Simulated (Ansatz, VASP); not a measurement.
**TaN in VASP and in Ansatz**

File POSCAR:

```
TaN
1.0
    0.0000000000      2.1790000000      2.1790000000
    2.1790000000      0.0000000000      2.1790000000
    2.1790000000      2.1790000000      0.0000000000
Ta N
1 1
Direct
    0.5000000000      0.5000000000      0.5000000000
    0.0000000000      0.0000000000      0.0000000000
```

The input INCAR.step1:

```
  ALGO = Normal
  EDIFF = 1E-4
  ENCUT = 600
  GGA = PE
  ISMEAR = 1
  LASPH = True
  LCHARG = False
  LREAL = False
  LWAVE = True
  NELM = 100
  PREC = Accurate
  SIGMA = 0.05
```

INCAR.step2

```
  ALGO = Normal
  EDIFF = 1E-6
  EDIFFG = -0.01
  ENCUT = 600
  IBRION = 2
  ISIF = 3
  ISMEAR = 1
  ISTART = 1
  IVDW = 13
  LASPH = True
  LCHARG = False
  LMIXTAU = True
  LREAL = False
  LWAVE = False
  METAGGA = R2SCAN
  NELM = 100
  NSW = 80
  PREC = Accurate
  SIGMA = 0.05
  VDW_A1 = 0.51559235
  VDW_A2 = 5.77342911
  VDW_S6 = 1.0
  VDW_S8 = 0.6018749
```

Contents of KPOINTS:

```
k-points
0
Gamma
  10 10 10
```

Input for Ansatz:

```yaml
crystal:
  lattice:
    - [0.0, 2.179, 2.179]
    - [2.179, 0.0, 2.179]
    - [2.179, 2.179, 0.0]
  atoms:
    - { symbol: Ta, position: [0.5, 0.5, 0.5] }
    - { symbol: "N", position: [0.0, 0.0, 0.0] }
basis:
  ecutwfc: 550.0
kpoints:
  mp_grid:
    grid: [10, 10, 10]
hamiltonian:
  xc: r2scan
  dispersion: d4
scf:
  occupations:
    method: cold
    width: 0.05
relax:
  cell: {}
```

Alike in both runs: task relaxation of cell and atoms; functional r2SCAN; dispersion D4; k mesh 10 × 10 × 10; no spin polarisation.

```csv
,VASP,Ansatz
version,VASP 6.6.1,Ansatz 0.2.0
potentials or method,"VASP PAW PBE potentials, release 64 (Ta_pv, N), cutoff 600 eV","plane waves, PAW"
occupations,"methfessel-paxton of order 1, width 0.05 eV","cold, width 0.05 eV"
valence electrons in the cell,16,18
```

|  | VASP | Ansatz | Ansatz less VASP |
| --- | --- | --- | --- |
| relaxed volume (Å³/atom) | 10.62 | 10.56 | -0.059 |
| relaxed cell length with the largest relative difference (Å) | 3.109 | 3.103 | -0.0058 |

VASP's potentials were made for PBE, not for r2SCAN. VASP's potentials hold 16 valence electrons a cell and Ansatz's 18, so a difference there can come from the potentials and not from the codes.

Neither program's run includes spin-orbit coupling.
